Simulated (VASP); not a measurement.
Write the native input for VASP 6.6.1 that does the following.

```
Task                   : single point
Functional             : PBE
Potentials or basis    : VASP PAW PBE potentials, release 64 (Mg, O)
Cutoff                 : 520 eV
k mesh                 : 6 × 6 × 1
Occupations            : gaussian, width 0.1 eV
Spin                   : no spin polarisation
Dipole correction      : yes
Further INCAR settings : LREAL = Auto; ALGO = Normal; EDIFF = 1e-07; NBANDS = 33
```

The structure of Mg16O lies in POSCAR:

```
Mg16O
1.0
    6.4201385705      0.0000000000      0.0000000000
   -3.2100692852      5.5600030979      0.0000000000
    0.0000000000      0.0000000000     24.7147783802
Mg O
16 1
Direct
    0.3333333333      0.1666666667      0.1618464847
    0.3333333333      0.6666666667      0.1618464847
    0.8333333333      0.1666666667      0.1618464847
    0.8333333333      0.6666666667      0.1618464847
    0.1666666667      0.3333333333      0.2657906286
    0.1666666667      0.8333333333      0.2657906286
    0.6666666667      0.3333333333      0.2657906286
    0.6666666667      0.8333333333      0.2657906286
    0.3333333333      0.1666666667      0.3682830748
    0.3333333333      0.6666666667      0.3682830748
    0.8333333333      0.1666666667      0.3682830748
    0.8333333333      0.6666666667      0.3682830748
    0.1666666667      0.3333333333      0.4739989249
    0.1666666667      0.8333333333      0.4739989249
    0.6666666667      0.3333333333      0.4739989249
    0.6666666667      0.8333333333      0.4739989249
    0.1666666667      0.3333333333      0.5468298429
```

The input as run:

INCAR

```
SYSTEM = Mg16O
PREC = Accurate
ENCUT = 520
EDIFF = 1E-7
ISMEAR = 0
SIGMA = 0.1
LREAL = Auto
LASPH = .True.
NELM = 60
ALGO = Normal
ISIF = 2
LWAVE = .False.
LCHARG = .False.
LDIPOL = .True.
IDIPOL = 3
DIPOL = 0.5 0.5 0.331
GGA = PE
NBANDS = 33
```

KPOINTS

```
regular mesh
0
Gamma
  6 6 1
  0 0 0
```

Potentials or basis: VASP PAW PBE potentials, release 64 (Mg, O).

Command:

```sh
$ cat potpaw_PBE.64/Mg/POTCAR potpaw_PBE.64/O/POTCAR > POTCAR
$ mpirun -np 1 vasp_std > vasp.out
```

It gave:

* Largest force: 0.836 eV/Å
* Band gap on the k mesh: zero (bands 19 and 20 overlap by 1.07 eV)

Run time: 6.6 min on 1 thread of Intel(R) Xeon(R) 6975P-C (Granite Rapids), on a shared host, peak memory 0.86 GiB.
